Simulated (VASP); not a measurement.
Input of a VASP 6.6.1 run:

The input INCAR:

```
ALGO = Normal
EDIFF = 1E-6
ENCUT = 520
GGA = PE
ISIF = 2
ISMEAR = -1
ISPIN = 2
LASPH = True
LCHARG = False
LMAXMIX = 6
LORBIT = 11
LREAL = False
LWAVE = False
MAGMOM = 0 0 6
NBANDS = 28
NELM = 150
NUPDOWN = 6.0
PREC = Accurate
SIGMA = 0.05
```

KPOINTS

```
k-points
0
Gamma
  6 6 5
```

File POSCAR:

```
LaFeGe
1.0
    4.2318077991      0.0000000000      0.0000000000
   -2.1159038996      3.6648530580      0.0000000000
    0.0000000000      0.0000000000      4.2857840000
La Ge Fe
1 1 1
Direct
    0.0000000000      0.0000000000      0.0000000000
    0.6666666667      0.3333333333      0.5000000000
    0.3333333333      0.6666666667      0.5000000000
```

Potentials or basis: VASP PAW PBE potentials, release 64 (La, Ge_d, Fe).

Command:

```console
$ cat potpaw_PBE.64/La/POTCAR potpaw_PBE.64/Ge_d/POTCAR potpaw_PBE.64/Fe/POTCAR > POTCAR
$ mpirun -np 1 vasp_std > vasp.out
```

Problem. Estimate the pressure.

Solution. 7.7 GPa.

Stress tensor (GPa, compression positive):
```
7.80 0.00 0.00
0.00 7.80 0.00
0.00 0.00 7.59
```

Caveat: the total moment is fixed, so each spin has its own Fermi level.
